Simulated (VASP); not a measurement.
# Tl (P6_3/mmc) in VASP: notebook

The runs below take Tl through single point, relaxation of cell and atoms, with PBEsol.

Everything below comes from runs of VASP 6.6.1. Logs are shortened: lines on timing, memory, paths and dates and some standing lists are left out, and cuts for length are marked.

## (1) The cell of the first run

The structure is hexagonal, space group P6_3/mmc (No. 194). The conventional cell has a = 3.419 Å, b = 3.419 Å, c = 5.642 Å, α = 90.00°, β = 90.00°, γ = 120.00°. Tl (site symmetry -6m2) has 12 Tl at 3.42 to 3.44 Å within 4.5 Å.

## (2) Single point, PBEsol

File INCAR:

```
  PREC = Accurate
  ENCUT = 520
  EDIFF = 1E-7
  ISMEAR = 0
  SIGMA = 0.1
  LREAL = False
  LASPH = True
  NELM = 100
  ALGO = Normal
  ISIF = 2
  LWAVE = False
  LCHARG = False
  GGA = PS
  NBANDS = 20
```

File KPOINTS:

```
regular mesh
0
Gamma
  7 7 4
```

File POSCAR:

```
Tl
1.0
    3.4186952096      0.0000000000      0.0000000000
   -1.7093476048      2.9606768993      0.0000000000
    0.0000000000      0.0000000000      5.6419829405
Tl
2
Direct
    0.3333333333      0.6666666667      0.2500000000
    0.6666666667      0.3333333333      0.7500000000
```

Potentials or basis: VASP PAW PBE potentials, release 64 (Tl_d).

Started as:

```
cat potpaw_PBE.64/Tl_d/POTCAR > POTCAR
mpirun -np 1 vasp_std > vasp.out
```

OUTCAR:

```text
PREC = Accurate
   ENCUT = 520
   EDIFF = 1E-7
   ISMEAR = 0
   LREAL = False
   LASPH = True
   NELM = 100
   ISIF = 2
   GGA = PS

 ion  position               nearest neighbor table
   1  0.333  0.667  0.250-   2 3.44   2 3.44   2 3.44   2 3.44   2 3.44   2 3.44
   2  0.667  0.333  0.750-   1 3.44   1 3.44   1 3.44   1 3.44   1 3.44   1 3.44

  LATTYP: Found a hexagonal cell.
 ALAT       =     3.4186952096
 C/A-ratio  =     1.6503322451

  Lattice vectors:

 A1 = (   3.4186952096,   0.0000000000,   0.0000000000)
 A2 = (  -1.7093476048,   2.9606768993,   0.0000000000)
 A3 = (   0.0000000000,   0.0000000000,   5.6419829405)

Analysis of symmetry for initial positions (statically):
=====================================================================
 Subroutine PRICEL returns:
 Original cell was already a primitive cell.

 Routine SETGRP: Setting up the symmetry group for a
 hexagonal supercell.

 Subroutine GETGRP returns: Found 24 space group operations
 (whereof 12 operations were pure point group operations)
 out of a pool of 24 trial point group operations.

The static configuration has the point symmetry D_3d.
 The point group associated with its full space group is D_6h.

Analysis of symmetry for dynamics (positions and initial velocities):
=====================================================================
 Subroutine PRICEL returns:
 Original cell was already a primitive cell.

 Routine SETGRP: Setting up the symmetry group for a
 hexagonal supercell.

 Subroutine GETGRP returns: Found 24 space group operations
 (whereof 12 operations were pure point group operations)
 out of a pool of 24 trial point group operations.

The dynamic configuration has the point symmetry D_3d.
 The point group associated with its full space group is D_6h.

 Subroutine INISYM returns: Found 24 space group operations
 (whereof 12 operations are pure point group operations),
 and found     1 'primitive' translations

----------------------------------------------------------------------------------------

                                     Primitive cell

  volume of cell :      57.1062

[... 78 lines left out ...]
   PREC   = accura    normal or accurate (medium, high low for compatibility)
   ISTART =      0    job   : 0-new  1-cont  2-samecut
   ICHARG =      2    charge: 1-file 2-atom 10-const
   ISPIN  =      1    spin polarized calculation?
   LNONCOLLINEAR =      F non collinear calculations
   LSORBIT =      F    spin-orbit coupling
   LASPH  =      T    aspherical Exc in radial PAW
   ENCUT  =  520.0 eV  38.22 Ry    6.18 a.u.   6.36  6.36 10.49*2*pi/ulx,y,z
   NELM   =    100;   NELMIN=  2; NELMDL= -5     # of ELM steps
   EDIFF  = 0.1E-06   stopping-criterion for ELM
   LREAL  =      F    real-space projection
   EDIFFG = 0.1E-05   stopping-criterion for IOM
   NSW    =      0    number of steps for IOM
   IBRION =     -1    ionic relax: 0-MD 1-quasi-New 2-CG
   NFREE  =      0    steps in history (QN), initial steepest desc. (CG)
   ISIF   =      2    stress and relaxation
   ISYM   =      2    0-nonsym 1-usesym 2-fastsym
   POTIM  = 0.5000    time-step for ionic-motion
   TEBEG  =    0.0;   TEEND  =   0.0 temperature during run
   PSTRESS=    0.0 pullay stress
   NELECT =      26.0000    total number of electrons
   NUPDOWN=      -1.0000    fix difference up-down
   EMIN   =  10.00;   EMAX   =-10.00  energy-range for DOS
   EFERMI =   0.00;   METHOD = LEGACY
   ISMEAR =     0;   SIGMA  =   0.10  broadening in eV -4-tet -1-fermi 0-gaus
   EFERMI_NEDOS =   21; number of points for ismear=-14 and -15
   IALGO  =     38    algorithm
   IMIX   =      4    mixing-type and parameters
     AMIX     =   0.40;   BMIX     =  1.00
     AMIX_MAG =   1.60;   BMIX_MAG =  1.00
  volume/ion in A,a.u.               =      28.55       192.69
  Fermi-wavevector in a.u.,A,eV,Ry     =   1.259423  2.379964 21.580824  1.586146
  Thomas-Fermi vector in A             =   2.392983
   LORBIT       =      0    0 simple, 1 ext, 2 COOP (PROOUT), +10 PAW based schemes
   GGA     = PS    functional components
   LHFCALC =     F    Hartree Fock is set to
   AEXX    =    0.0000 exact exchange contribution
   IVDW    =     0    specifies the selected vdW correction
   LEPSILON=     F    determine dielectric tensor
   LRPA    =     F    only Hartree local field effects (RPA)
 non-spin polarized calculation
 Gauss-broadening in eV      SIGMA  =   0.10
  energy-cutoff  :      520.00
  volume of cell :       57.11
 maximum number of plane-waves:      1553
 NGX is ok and might be reduce to    28

 number of electron      26.0000008 magnetization

 Free energy of the ion-electron system (eV)
  ---------------------------------------------------
  ext. energy  EPLUGINS =         0.00000000
  ---------------------------------------------------
  free energy    TOTEN  =        -5.20034321 eV

  energy without entropy =       -5.19369552  energy(sigma->0) =       -5.19701936

 E-fermi :   6.4409     XC(G=0): -10.3754

 val. band max:        6.3764951538   @ k =   0.4286  -0.0000   0.2500
 cond. band min:       6.5238465508   @ k =   0.2857   0.1429   0.0000
 fundamental gap:      0.1473513970
 Fermi energy:         6.4408524963

 k-point     1 :       0.0000    0.0000    0.0000
  band No.  band energies     occupation
      1      -5.3677      2.00000
      2      -5.1687      2.00000
      3      -5.0915      2.00000
      4      -5.0915      2.00000
      5      -5.0431      2.00000
      6      -5.0431      2.00000
[... 541 lines left out ...]
     19      17.2664      0.00000
     20      17.2664      0.00000

------------------------ aborting loop because EDIFF is reached ----------------------------------------

  FORCE on cell =-STRESS in cart. coord.  units (eV):
  Direction    XX          YY          ZZ          XY          YZ          ZX
  --------------------------------------------------------------------------------------
  -------------------------------------------------------------------------------------
  Total       -0.0232336     -0.0232336     -0.0242096      0.0000000     -0.0000000      0.0000000
  in kB       -0.6518446     -0.6518446     -0.6792265      0.0000000     -0.0000000      0.0000000
  external PRESSURE =      -0.6609719 kB  Pullay stress =       0.0000000 kB

 VOLUME and BASIS-vectors are now :
 -----------------------------------------------------------------------------
  energy-cutoff  :      520.00
  volume of cell :       57.11
      direct lattice vectors                 reciprocal lattice vectors
     3.418695210  0.000000000  0.000000000     0.292509258  0.168880299  0.000000000
    -1.709347605  2.960676899  0.000000000     0.000000000  0.337760598  0.000000000
     0.000000000  0.000000000  5.641982941     0.000000000  0.000000000  0.177242649

 POSITION                                       TOTAL-FORCE (eV/Angst)
 -----------------------------------------------------------------------------------
     -0.00000      1.97378      1.41050         0.000000      0.000000      0.000000
      1.70935      0.98689      4.23149        -0.000000     -0.000000      0.000000
 -----------------------------------------------------------------------------------
    total drift:                               -0.000000      0.000000      0.000000

  FREE ENERGIE OF THE ION-ELECTRON SYSTEM (eV)
  ---------------------------------------------------
  free  energy   TOTEN  =        -5.2003432055 eV

  energy  without entropy=       -5.1936955215  energy(sigma->0) =       -5.19701936
```

OSZICAR:

```text
N       E                     dE             d eps       ncg     rms          rms(c)
DAV:   1     0.131247886431E+03    0.13125E+03   -0.14072E+04   960   0.123E+03
DAV:   2    -0.271383680222E+01   -0.13396E+03   -0.13133E+03  1040   0.277E+02
DAV:   3    -0.526199033640E+01   -0.25482E+01   -0.25420E+01  1128   0.339E+01
DAV:   4    -0.527715170428E+01   -0.15161E-01   -0.15161E-01  1024   0.284E+00
DAV:   5    -0.527735648685E+01   -0.20478E-03   -0.20478E-03  1076   0.326E-01    0.311E+00
DAV:   6    -0.521252429517E+01    0.64832E-01   -0.11110E-01  1020   0.259E+00    0.219E+00
DAV:   7    -0.520121698101E+01    0.11307E-01   -0.42371E-02  1068   0.158E+00    0.843E-01
DAV:   8    -0.520033945104E+01    0.87753E-03   -0.28357E-03  1012   0.406E-01    0.494E-02
DAV:   9    -0.520034098935E+01   -0.15383E-05   -0.19456E-05  1064   0.375E-02    0.146E-02
DAV:  10    -0.520034314217E+01   -0.21528E-05   -0.27258E-06  1044   0.145E-02    0.169E-03
DAV:  11    -0.520034320555E+01   -0.63377E-07   -0.16138E-07   760   0.270E-03
   1 F= -.52003432E+01 E0= -.51970194E+01  d E =-.664768E-02
```

Wall time 15 s (1 thread of Intel Xeon Platinum 8488C (Sapphire Rapids), shared host); peak memory 0.17 GiB.

Results:

```yaml
Free_energy: -5.2003 eV
Pressure: -0.1 GPa
Band_gap_on_the_k_mesh: zero (bands 13 and 14 overlap by 5.04 eV)
```

Caveat: the PAW data sets were made with another functional, which shifts forces and pressure a little; spin-orbit coupling is left out, which moves the levels of the heavy elements.

## (3) Relaxation of cell and atoms, PBEsol

This run uses another cell than the first one, of the same volume but with other edges.

File INCAR:

```
ALGO = Normal ; EDIFF = 1E-7
EDIFFG = -0.03 ; ENCUT = 600
GGA = PS ; IBRION = 2
ISIF = 3 ; ISMEAR = 0
LASPH = True ; LCHARG = False
LREAL = False ; LWAVE = False
NELM = 60 ; NSW = 80
PREC = Accurate ; SIGMA = 0.1
```

File KPOINTS:

```
k-points
0
Gamma
  7 7 4
```

File POSCAR:

```
Tl
1.0
    3.4560000000      0.0000000000      0.0000000000
   -1.7280000000      2.9929837955      0.0000000000
    0.0000000000      0.0000000000      5.5250000000
Tl
2
Direct
    0.3333330000      0.6666670000      0.2500000000
    0.6666670000      0.3333330000      0.7500000000
```

Potentials or basis: VASP PAW PBE potentials, release 64 (Tl_d).

Started as:

```
cat potpaw_PBE.64/Tl_d/POTCAR > POTCAR
mpirun -np 1 vasp_std > vasp.out
```

OUTCAR:

```text
EDIFF = 1E-7
   EDIFFG = -0.03
   ENCUT = 600
   GGA = PS
   IBRION = 2
   ISIF = 3
   ISMEAR = 0
   LASPH = True
   LREAL = False
   NELM = 60
   NSW = 80
   PREC = Accurate

 ion  position               nearest neighbor table
   1  0.333  0.667  0.250-   2 3.41   2 3.41   2 3.41   2 3.41   2 3.41   2 3.41
   2  0.667  0.333  0.750-   1 3.41   1 3.41   1 3.41   1 3.41   1 3.41   1 3.41

  LATTYP: Found a hexagonal cell.
 ALAT       =     3.4560000000
 C/A-ratio  =     1.5986689815

  Lattice vectors:

 A1 = (   3.4560000000,   0.0000000000,   0.0000000000)
 A2 = (  -1.7280000000,   2.9929837955,   0.0000000000)
 A3 = (   0.0000000000,   0.0000000000,   5.5250000000)

[... 183 lines left out ...]
  --------------------------------------------------------------------------------------
  -------------------------------------------------------------------------------------
  Total       -0.1299602     -0.1299602      0.3596068      0.0000000      0.0000000     -0.0000000
  in kB       -3.6434298     -3.6434298     10.0815677      0.0000000      0.0000000     -0.0000000
  external PRESSURE =       0.9315694 kB  Pullay stress =       0.0000000 kB
[... 131 lines left out ...]
--------------------------------------- Ionic step        5  -------------------------------------------

 number of electron      26.0000001 magnetization

 Free energy of the ion-electron system (eV)
  ---------------------------------------------------
  ext. energy  EPLUGINS =         0.00000000
  ---------------------------------------------------
  free energy    TOTEN  =        -5.20040174 eV

  energy without entropy =       -5.19386340  energy(sigma->0) =       -5.19713257

 E-fermi :   6.4477     XC(G=0): -10.3787

 val. band max:        6.3821439443   @ k =   0.4286   0.0000   0.2500
 cond. band min:       6.5289635757   @ k =   0.2857   0.1429   0.0000
 fundamental gap:      0.1468196314
 Fermi energy:         6.4477004085

 k-point     1 :       0.0000    0.0000    0.0000
  band No.  band energies     occupation
      1      -5.3628      2.00000
      2      -5.1640      2.00000
      3      -5.0860      2.00000
      4      -5.0860      2.00000
      5      -5.0377      2.00000
      6      -5.0377      2.00000
[... 498 lines left out ...]
  FREE ENERGIE OF THE ION-ELECTRON SYSTEM (eV)
  ---------------------------------------------------
  free  energy   TOTEN  =        -5.2004017445 eV

  energy  without entropy=       -5.1938634028  energy(sigma->0) =       -5.19713257

 reached required accuracy - stopping structural energy minimisation
```

Run time: 64 s. Hardware: 1 thread of Intel Xeon Platinum 8488C (Sapphire Rapids), shared host; peak memory 0.19 GiB.

Results:

```
Free energy                           : -5.2004 eV
Relaxed volume                        : 28.53 Å³/atom
Relaxed cell                          : a = 3.417 Å, b = 3.417 Å, c = 5.644 Å, α = 90.00°, β = 90.00°, γ = 120.00°
Space group after relaxing (to 0.1 Å) : P6_3/mmc (No. 194)
Energy gained by relaxing             : 2.8 meV/atom
Ionic steps                           : 5
Pressure after relaxing               : 0.0 GPa
Band gap on the k mesh                : zero (bands 13 and 14 overlap by 5.04 eV)
```

The path:
```
step  energy change (eV)  largest force (eV/Å)  pressure (GPa)  volume (Å³)
   1              0.0000                0.0000            0.09        57.15
   2             -0.0033                0.0000           -0.05        57.28
   3             -0.0053                0.0000           -0.20        57.44
   4             -0.0054                0.0000           -0.22        57.48
   5             -0.0057                0.0000            0.02        57.07
```

Final structure:
```
Tl
1.0
     3.41700    0.00000    0.00000
    -1.70850    2.95921    0.00000
     0.00000    0.00000    5.64390
Tl
2
Direct
  0.33333 0.66667 0.25000
  0.66667 0.33333 0.75000
```

Caveat: the PAW data sets were made with another functional, which shifts forces and pressure a little; spin-orbit coupling is left out, which moves the levels of the heavy elements.
